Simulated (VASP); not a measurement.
**CaS: single point with HSE06**

The system is CaS.

```
Ca S
1.0
     0.00000    2.84795    2.84795
     2.84795    0.00000    2.84795
     2.84795    2.84795    0.00000
Ca S
1 1
Direct
  0.00000 0.00000 0.00000
  0.50000 0.50000 0.50000
```

| Quantity | Value |
| --- | --- |
| Program | VASP 6.6.1 |
| Task | single point |
| Functional | HSE06 |
| Potentials or basis | VASP PAW PBE potentials, release 64 (Ca_sv, S) |
| Cutoff | 400 eV |
| k mesh | 6 × 6 × 6 |
| Occupations | gaussian, width 0.01 eV |
| Spin | no spin polarisation |
| Dipole correction | no |
| Grid for exact exchange (PRECFOCK) | Normal |
| Further INCAR settings | ALGO = Normal; EDIFF = 1e-06; NBANDS = 15 |
| Share of exact exchange | 0.25 |
| Screening parameter | 0.2079 1/Å |

| Item | Value |
| --- | --- |
| Pressure | 0.3 GPa |
| Band gap on the k mesh | 3.40 eV (least direct gap 4.31 eV) |

Levels at points of the mesh, in eV from the valence-band top:
| k point | band 5 | band 6 | band 7 | band 8 | band 9 | band 10 | band 11 | band 12 |
| --- | --- | --- | --- | --- | --- | --- | --- | --- |
| (0.00, 0.00, 0.00) | -12.51 | 0.00 | 0.00 | 0.00 | 5.17 | 5.48 | 5.48 | 5.48 |
| (0.50, 0.00, 0.00) | -11.59 | -3.38 | -1.22 | -1.22 | 6.18 | 7.66 | 7.90 | 7.90 |
| (0.50, 0.50, 0.00) | -11.80 | -2.54 | -0.91 | -0.91 | 3.40 | 7.11 | 7.15 | 8.50 |

Run time: 22 min on 1 thread of Intel(R) Xeon(R) Platinum 8488C (Sapphire Rapids) (shared host), peak memory 0.27 GiB.

Caveat: the PAW data sets were made with another functional, which shifts forces and pressure a little. A k mesh can miss the band edges.
